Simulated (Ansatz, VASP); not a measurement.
This is a calculation of Re for VASP 6.6.1.

INCAR

```
SYSTEM = Re
ALGO     = Normal         ! electronic algorithm
EDIFF    = 1E-7           ! SCF threshold, eV
EDIFFG   = -0.01          ! ionic threshold
ENCUT    = 600            ! plane-wave cutoff, eV
GGA      = PE             ! functional
IBRION   = 2              ! ionic algorithm
ISIF     = 3              ! what is computed and relaxed
ISMEAR   = -1             ! smearing method
IVDW     = 13             ! dispersion correction
LASPH    = .True.         ! aspherical terms in the spheres
LCHARG   = .False.        ! write CHGCAR
LREAL    = .False.        ! projectors in reciprocal space
LWAVE    = .False.        ! write WAVECAR
NELM     = 80             ! most SCF steps
NSW      = 60             ! ionic steps
PREC     = Accurate       ! precision mode
SIGMA    = 0.05           ! smearing width, eV
```

Contents of KPOINTS:

```
k-points
0
Gamma
  11 11 3
  0 0 0
```

File POSCAR:

```
Re
1.0
    2.7663873939      0.0000000000      0.0000000000
   -1.3831936969      2.3957617598      0.0000000000
    0.0000000000      0.0000000000      8.9388451600
Re
4
Direct
    0.6666666667      0.3333333333      0.7500000000
    0.0000000000      0.0000000000      0.5000000000
    0.3333333333      0.6666666667      0.2500000000
    0.0000000000      0.0000000000      0.0000000000
```

Potentials or basis: VASP PAW PBE potentials, release 64 (Re).

Run with:

```bash
$ cat potpaw_PBE.64/Re/POTCAR > POTCAR
$ mpirun -np 1 vasp_std > vasp.out
```

Task: Set up the same calculation for Ansatz 0.2.0. Potentials there: Ansatz PAW.

Result: As run (the cutoff follows the program's own potentials):

File input.yaml:

```yaml
crystal:
  lattice:
    - [2.7663873939, 0.0, 0.0]
    - [-1.3831936969, 2.3957617598, 0.0]
    - [0.0, 0.0, 8.93884516]
  atoms:
    - { symbol: Re, position: [0.6666666667, 0.3333333333, 0.75] }
    - { symbol: Re, position: [0.0, 0.0, 0.5] }
    - { symbol: Re, position: [0.3333333333, 0.6666666667, 0.25] }
    - { symbol: Re, position: [0.0, 0.0, 0.0] }
hamiltonian:
  xc: pbe
  pseudopotentials: { kind: paw }
  dispersion: d4
kpoints:
  mp_grid: { grid: [11, 11, 3] }
scf:
  occupations: { method: fermi_dirac, width: 0.05 }
output:
  forces: true
  stress: true
relax:
  f_tol: 0.01
  max_steps: 40
  cell: { stress_tol: 0.05 }
```

Potentials or basis: Ansatz PAW.

Launch:

```console
$ ansatz run input.yaml --threads 2 --pin off --max-ram 5632MiB --backend cpu --events-out ev --progress --plain --runs-dir out
```

Both were run:

|  | VASP | Ansatz | Ansatz less VASP |
| --- | --- | --- | --- |
| relaxed volume (Å³/atom) | 14.65 | 14.66 | +0.011 |
| relaxed cell length with the largest relative difference (Å) | 8.912 | 8.915 | +0.0028 |

VASP's potentials hold 28 valence electrons a cell and Ansatz's 60, so a difference there can come from the potentials and not from the codes.

Neither program's run includes spin-orbit coupling. Noted on VASP's run: too few bands were computed for a metal, which touches its energy and stress. Noted on Ansatz's run: the plane-wave basis is chosen anew once the cell has moved, so the energies of steps on either side of that aren't comparable.
